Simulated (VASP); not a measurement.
# TaC (Fm-3m) in VASP: single point with LDA

Aim: the single point of TaC with LDA.

Everything below comes from runs of VASP 6.6.1. Logs are shortened: lines on timing, memory, paths and dates and some standing lists are left out, and cuts for length are marked.

## (1) The cell of the first run

The structure is cubic, space group Fm-3m (No. 225). The conventional cell has a = 4.454 Å, b = 4.454 Å, c = 4.454 Å, α = 90.00°, β = 90.00°, γ = 90.00°. Ta (site symmetry m-3m) has 6 C at 2.23 Å within 2.9 Å. C (site symmetry m-3m) has 6 Ta at 2.23 Å within 2.9 Å.

## (2) Single point, LDA

INCAR

```
SYSTEM = TaC
PREC = Accurate
ENCUT = 600
EDIFF = 1E-6
ISMEAR = 0
SIGMA = 0.1
LREAL = .FALSE.
LASPH = .TRUE.
NELM = 120
ALGO = Normal
ISIF = 2
LWAVE = .FALSE.
LCHARG = .FALSE.
GGA = CA
NBANDS = 14
GGA_COMPAT = .FALSE.
```

KPOINTS

```
Automatic mesh
0
G
  8 8 8
  0 0 0
```

POSCAR

```
TaC
1.0
    0.0000000000      2.2270000000      2.2270000000
    2.2270000000      0.0000000000      2.2270000000
    2.2270000000      2.2270000000      0.0000000000
Ta C
1 1
Direct
    0.0000000000      0.0000000000      0.0000000000
    0.5000000000      0.5000000000      0.5000000000
```

Potentials or basis: VASP PAW LDA potentials, release 64 (Ta_pv, C).

Started as:

```bash
cat potpaw_LDA.64/Ta_pv/POTCAR potpaw_LDA.64/C/POTCAR > POTCAR
mpirun -np 1 vasp_std > vasp.out
```

OUTCAR:

```text
SYSTEM = TaC
   PREC = Accurate
   ENCUT = 600
   EDIFF = 1E-6
   ISMEAR = 0
   LREAL = .FALSE.
   LASPH = .TRUE.
   NELM = 120
   ISIF = 2
   GGA = CA

 ion  position               nearest neighbor table
   1  0.000  0.000  0.000-   2 2.23   2 2.23   2 2.23   2 2.23   2 2.23   2 2.23
   2  0.500  0.500  0.500-   1 2.23   1 2.23   1 2.23   1 2.23   1 2.23   1 2.23

  LATTYP: Found a face centered cubic cell.
 ALAT       =     4.4540000000

  Lattice vectors:

 A1 = (   0.0000000000,   2.2270000000,   2.2270000000)
 A2 = (   2.2270000000,   0.0000000000,   2.2270000000)
 A3 = (   2.2270000000,   2.2270000000,   0.0000000000)

Analysis of symmetry for initial positions (statically):
=====================================================================
 Subroutine PRICEL returns:
 Original cell was already a primitive cell.

 Routine SETGRP: Setting up the symmetry group for a
 face centered cubic supercell.

 Subroutine GETGRP returns: Found 48 space group operations
 (whereof 48 operations were pure point group operations)
 out of a pool of 48 trial point group operations.

The static configuration has the point symmetry O_h .

Analysis of symmetry for dynamics (positions and initial velocities):
=====================================================================
 Subroutine PRICEL returns:
 Original cell was already a primitive cell.

 Routine SETGRP: Setting up the symmetry group for a
 face centered cubic supercell.

 Subroutine GETGRP returns: Found 48 space group operations
 (whereof 48 operations were pure point group operations)
 out of a pool of 48 trial point group operations.

The dynamic configuration has the point symmetry O_h .

 Subroutine INISYM returns: Found 48 space group operations
 (whereof 48 operations are pure point group operations),
 and found     1 'primitive' translations

----------------------------------------------------------------------------------------

                                     Primitive cell

  volume of cell :      22.0897

  direct lattice vectors                    reciprocal lattice vectors
     0.000000000  2.227000000  2.227000000    -0.224517288  0.224517288  0.224517288
     2.227000000  0.000000000  2.227000000     0.224517288 -0.224517288  0.224517288
     2.227000000  2.227000000  0.000000000     0.224517288  0.224517288 -0.224517288

  length of vectors
     3.149453603  3.149453603  3.149453603     0.388875350  0.388875350  0.388875350

  position of ions in fractional coordinates (direct lattice)
     0.000000000  0.000000000  0.000000000
     0.500000000  0.500000000  0.500000000

  ion indices of the primitive-cell ions
   primitive index   ion index
                 1           1
                 2           2

----------------------------------------------------------------------------------------

 KPOINTS: Automatic mesh

Automatic generation of k-mesh.
 Grid dimensions read from file:
 generate k-points for:    8    8    8

 Generating k-lattice:

  Cartesian coordinates                     Fractional coordinates (reciprocal lattice)
    -0.028064661  0.028064661  0.028064661     0.125000000  0.000000000  0.000000000
     0.028064661 -0.028064661  0.028064661     0.000000000  0.125000000  0.000000000
     0.028064661  0.028064661 -0.028064661     0.000000000  0.000000000  0.125000000

  Length of vectors
     0.048609419  0.048609419  0.048609419

  Shift w.r.t. Gamma in fractional coordinates (k-lattice)
     0.000000000  0.000000000  0.000000000

 Subroutine IBZKPT returns following result:
 ===========================================

 Found     29 irreducible k-points:

 Following reciprocal coordinates:
            Coordinates               Weight
  0.000000  0.000000  0.000000      1.000000
  0.125000  0.000000  0.000000      8.000000
  0.250000  0.000000  0.000000      8.000000
  0.375000  0.000000  0.000000      8.000000
  0.500000  0.000000  0.000000      4.000000
  0.125000  0.125000  0.000000      6.000000
[... 16 lines left out ...]
  0.500000  0.250000  0.125000     48.000000
 -0.375000  0.250000  0.125000     24.000000
 [... further k-points ...]
   k-points           NKPTS =     29   k-points in BZ     NKDIM =     29   number of bands    NBANDS=     14
   number of dos      NEDOS =    301   number of ions     NIONS =      2
   total plane-waves  NPLWV =  21952
   dimension x,y,z NGX =    28 NGY =   28 NGZ =   28
   dimension x,y,z NGXF=    56 NGYF=   56 NGZF=   56
   ions per type =               1   1
   NGX,Y,Z   is equivalent  to a cutoff of  14.78, 14.78, 14.78 a.u.
   NGXF,Y,Z  is equivalent  to a cutoff of  29.56, 29.56, 29.56 a.u.
 SYSTEM =  TaC
   PREC   = accura    normal or accurate (medium, high low for compatibility)
   ISTART =      0    job   : 0-new  1-cont  2-samecut
   ICHARG =      2    charge: 1-file 2-atom 10-const
   ISPIN  =      1    spin polarized calculation?
   LNONCOLLINEAR =      F non collinear calculations
   LSORBIT =      F    spin-orbit coupling
   LASPH  =      T    aspherical Exc in radial PAW
   ENCUT  =  600.0 eV  44.10 Ry    6.64 a.u.   6.29  6.29  6.29*2*pi/ulx,y,z
   NELM   =    120;   NELMIN=  2; NELMDL= -5     # of ELM steps
   EDIFF  = 0.1E-05   stopping-criterion for ELM
   LREAL  =      F    real-space projection
   EDIFFG = 0.1E-04   stopping-criterion for IOM
   NSW    =      0    number of steps for IOM
   IBRION =     -1    ionic relax: 0-MD 1-quasi-New 2-CG
   NFREE  =      0    steps in history (QN), initial steepest desc. (CG)
   ISIF   =      2    stress and relaxation
   ISYM   =      2    0-nonsym 1-usesym 2-fastsym
   POTIM  = 0.5000    time-step for ionic-motion
   TEBEG  =    0.0;   TEEND  =   0.0 temperature during run
   PSTRESS=    0.0 pullay stress
   NELECT =      15.0000    total number of electrons
   NUPDOWN=      -1.0000    fix difference up-down
   EMIN   =  10.00;   EMAX   =-10.00  energy-range for DOS
   EFERMI =   0.00;   METHOD = LEGACY
   ISMEAR =     0;   SIGMA  =   0.10  broadening in eV -4-tet -1-fermi 0-gaus
   EFERMI_NEDOS =   21; number of points for ismear=-14 and -15
   IALGO  =     38    algorithm
   IMIX   =      4    mixing-type and parameters
     AMIX     =   0.40;   BMIX     =  1.00
     AMIX_MAG =   1.60;   BMIX_MAG =  1.00
  volume/ion in A,a.u.               =      11.04        74.53
  Fermi-wavevector in a.u.,A,eV,Ry     =   1.438937  2.719196 28.171393  2.070539
  Thomas-Fermi vector in A             =   2.557848
   LORBIT       =      0    0 simple, 1 ext, 2 COOP (PROOUT), +10 PAW based schemes
   GGA     = CA    functional components
   LHFCALC =     F    Hartree Fock is set to
   AEXX    =    0.0000 exact exchange contribution
   IVDW    =     0    specifies the selected vdW correction
   LEPSILON=     F    determine dielectric tensor
   LRPA    =     F    only Hartree local field effects (RPA)
 non-spin polarized calculation
 Gauss-broadening in eV      SIGMA  =   0.10
  energy-cutoff  :      600.00
  volume of cell :       22.09
 maximum number of plane-waves:       754
 NGX is ok and might be reduce to    28
   NGX = 13   NGY = 13   NGZ = 13

 number of electron      15.0000000 magnetization

 Free energy of the ion-electron system (eV)
  ---------------------------------------------------
  ext. energy  EPLUGINS =         0.00000000
  ---------------------------------------------------
  free energy    TOTEN  =       -24.27652371 eV

  energy without entropy =      -24.27102734  energy(sigma->0) =      -24.27377553

 E-fermi :   8.5129     XC(G=0): -13.3826

 val. band max:        8.1935854898   @ k =   0.3750   0.1250   0.0000
 cond. band min:       8.5780284771   @ k =  -0.3750   0.3750   0.1250
 fundamental gap:      0.3844429872
 Fermi energy:         8.5128599697

 k-point     1 :       0.0000    0.0000    0.0000
  band No.  band energies     occupation
      1     -26.5519      2.00000
      2     -26.5519      2.00000
      3     -26.5519      2.00000
      4      -6.3157      2.00000
      5       6.9354      2.00000
      6       6.9354      2.00000
      7       6.9354      2.00000
      8       7.8823      2.00000
      9       7.8823      2.00000
     10       7.8823      2.00000
     11       8.9296      0.00000
     12       8.9296      0.00000
     13      15.0711      0.00000
     14      18.4318      0.00000

 k-point     2 :       0.1250    0.0000    0.0000
  band No.  band energies     occupation
      1     -26.6651      2.00000
      2     -26.5634      2.00000
      3     -26.5634      2.00000
      4      -5.8768      2.00000
      5       5.3609      2.00000
      6       5.8580      2.00000
      7       5.8580      2.00000
      8       7.6073      2.00000
      9       7.6073      2.00000
     10       8.6352      0.08369
     11      11.1483      0.00000
     12      11.1483      0.00000
     13      15.8212      0.00000
     14      19.4880      0.00000

 k-point     3 :       0.2500    0.0000    0.0000
  band No.  band energies     occupation
      1     -26.9289      2.00000
      2     -26.5908      2.00000
      3     -26.5908      2.00000
      4      -4.6911      2.00000
      5       3.1382      2.00000
      6       4.2238      2.00000
      7       4.2238      2.00000
      8       8.7002      0.00806
      9       8.7002      0.00806
     10       9.3643      0.00000
     11      14.0919      0.00000
     12      14.0919      0.00000
     13      16.9718      0.00000
     14      20.3275      0.00000

 k-point     4 :       0.3750    0.0000    0.0000
  band No.  band energies     occupation
      1     -27.1806      2.00000
      2     -26.6180      2.00000
      3     -26.6180      2.00000
      4      -3.0785      2.00000
      5       1.0418      2.00000
      6       3.1910      2.00000
      7       3.1910      2.00000
      8      10.1722      0.00000
      9      10.1722      0.00000
     10      10.5672      0.00000
     11      15.8184      0.00000
     12      16.8151      0.00000
     13      16.8151      0.00000
     14      20.3219      0.00000

 k-point     5 :       0.5000    0.0000    0.0000
  band No.  band energies     occupation
      1     -27.2817      2.00000
      2     -26.6292      2.00000
      3     -26.6292      2.00000
      4      -1.7779      2.00000
      5      -0.3802      2.00000
      6       2.8412      2.00000
      7       2.8412      2.00000
      8      10.9808      0.00000
      9      10.9808      0.00000
     10      11.9811      0.00000
     11      13.8381      0.00000
[... 276 lines left out ...]
 k-point    22 :       0.3750    0.2500    0.1250
  band No.  band energies     occupation
      1     -26.9820      2.00000
      2     -26.7292      2.00000
      3     -26.6324      2.00000
      4      -4.0474      2.00000
      5       2.0937      2.00000
      6       4.1008      2.00000
      7       4.3166      2.00000
      8       7.5441      2.00000
      9      10.6752      0.00000
     10      11.2387      0.00000
     11      12.1915      0.00000
     12      15.6099      0.00000
     13      18.6901      0.00000
     14      20.3234      0.00000

 k-point    23 :       0.5000    0.2500    0.1250
  band No.  band energies     occupation
      1     -27.1169      2.00000
      2     -26.8018      2.00000
      3     -26.6706      2.00000
      4      -3.0895      2.00000
      5       1.3021      2.00000
      6       3.3920      2.00000
      7       3.7422      2.00000
      8       8.6320      0.09202
      9      11.2260      0.00000
     10      11.7344      0.00000
     11      13.8087      0.00000
     12      16.5107      0.00000
     13      18.7483      0.00000
     14      20.2883      0.00000

 k-point    24 :      -0.3750    0.2500    0.1250
  band No.  band energies     occupation
      1     -27.1751      2.00000
      2     -26.8216      2.00000
      3     -26.6932      2.00000
      4      -2.6253      2.00000
      5       0.9016      2.00000
      6       3.2754      2.00000
      7       3.4855      2.00000
      8       9.9304      0.00000
      9      10.1776      0.00000
     10      11.8925      0.00000
     11      15.7481      0.00000
     12      16.1491      0.00000
     13      18.0178      0.00000
     14      20.3093      0.00000

 [... further k-points ...]
[... 5 lines left out ...]
  --------------------------------------------------------------------------------------
  -------------------------------------------------------------------------------------
  Total       -1.0492083     -1.0492083     -1.0492083      0.0000000     -0.0000000      0.0000000
  in kB      -76.0994714    -76.0994714    -76.0994714      0.0000000     -0.0000000      0.0000000
  external PRESSURE =     -76.0994714 kB  Pullay stress =       0.0000000 kB

 VOLUME and BASIS-vectors are now :
 -----------------------------------------------------------------------------
  energy-cutoff  :      600.00
  volume of cell :       22.09
      direct lattice vectors                 reciprocal lattice vectors
     0.000000000  2.227000000  2.227000000    -0.224517288  0.224517288  0.224517288
     2.227000000  0.000000000  2.227000000     0.224517288 -0.224517288  0.224517288
     2.227000000  2.227000000  0.000000000     0.224517288  0.224517288 -0.224517288

 POSITION                                       TOTAL-FORCE (eV/Angst)
 -----------------------------------------------------------------------------------
      0.00000      0.00000      0.00000        -0.000000     -0.000000     -0.000000
      2.22700      2.22700      2.22700         0.000000      0.000000      0.000000
 -----------------------------------------------------------------------------------
    total drift:                                0.000000      0.000000      0.000000

  FREE ENERGIE OF THE ION-ELECTRON SYSTEM (eV)
  ---------------------------------------------------
  free  energy   TOTEN  =       -24.2765237127 eV

  energy  without entropy=      -24.2710273394  energy(sigma->0) =      -24.27377553
```

It took 7.3 s on 1 thread of Intel Xeon 6975P-C, shared host; peak memory 0.15 GiB.

What came out:

| Quantity | Value |
| --- | --- |
| Free energy | -24.2765 eV |
| Pressure | -7.6 GPa |

Caveat: spin-orbit coupling is left out, which moves the levels of the heavy elements.
